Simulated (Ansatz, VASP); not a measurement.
**Cu3Pt in VASP and in Ansatz**

Contents of INCAR:

```
SYSTEM = Cu3Pt
PREC = Accurate
ENCUT = 520
EDIFF = 1E-6
ISMEAR = -1
SIGMA = 0.05
LREAL = .FALSE.
LASPH = .TRUE.
NELM = 80
ALGO = Normal
ISIF = 2
LWAVE = .FALSE.
LCHARG = .TRUE.
GGA = CA
LELF = .TRUE.
LVHAR = .TRUE.
NBANDS = 30
```

KPOINTS

```
Automatic mesh
0
G
  9 9 9
  0 0 0
```

File POSCAR:

```
Cu3Pt
1.0
    3.7100000000      0.0000000000      0.0000000000
    0.0000000000      3.7100000000      0.0000000000
    0.0000000000      0.0000000000      3.7842000000
Cu Pt
3 1
Direct
    0.0000000000      0.5000000000      0.5000000000
    0.5000000000      0.0000000000      0.5000000000
    0.5000000000      0.5000000000      0.0000000000
    0.0000000000      0.0000000000      0.0000000000
```

Input for Ansatz:

```yaml
crystal:
  lattice:
    - [3.71, 0.0, 0.0]
    - [0.0, 3.71, 0.0]
    - [0.0, 0.0, 3.7842]
  atoms:
    - { symbol: Cu, position: [0.0, 0.5, 0.5] }
    - { symbol: Cu, position: [0.5, 0.0, 0.5] }
    - { symbol: Cu, position: [0.5, 0.5, 0.0] }
    - { symbol: Pt, position: [0.0, 0.0, 0.0] }
kpoints:
  mp_grid: { grid: [9, 9, 9] }
  band_path:
    path:
      - [0.0, 0.0, 0.0]
      - [0.0, 0.5, 0.0]
      - [0.5, 0.5, 0.0]
      - [0.0, 0.0, 0.0]
      - [0.0, 0.0, 0.5]
      - [0.0, 0.5, 0.5]
      - [0.5, 0.5, 0.5]
      - [0.0, 0.0, 0.5]
      - [0.0, 0.5, 0.0]
    npoints: 5
scf:
  occupations: { method: fermi_dirac, width: 0.05 }
hamiltonian:
  xc: lda
  pseudopotentials: { kind: all_electron, lapw: { basis_error: 0.001 } }
output:
  forces: true
  stress: true
  eigenvalues: true
```

Change from the starting cell: zz strain of +2 %.

Alike in both runs: task single point; functional LDA; k mesh 9 × 9 × 9; occupations fermi-dirac, width 0.05 eV; no spin polarisation.

```csv
,VASP,Ansatz
version,VASP 6.6.1,Ansatz 0.2.0
potentials or method,"VASP PAW LDA potentials, release 64 (Cu, Pt), cutoff 520 eV","all-electron LAPW, scalar-relativistic"
```

Ansatz gave:

* pressure (GPa): -15.0
* traceless stress, the component that is largest in VASP (GPa): -0.81

Estimate VASP's values.

pressure (GPa): -14.2; traceless stress, the component that is largest in VASP (GPa): -0.81.

LDA's correlation is that of Perdew and Zunger in VASP and of Perdew and Wang (1992) in Ansatz. Ansatz ran all-electron here, and VASP with PAW potentials.

Neither program's run includes spin-orbit coupling.
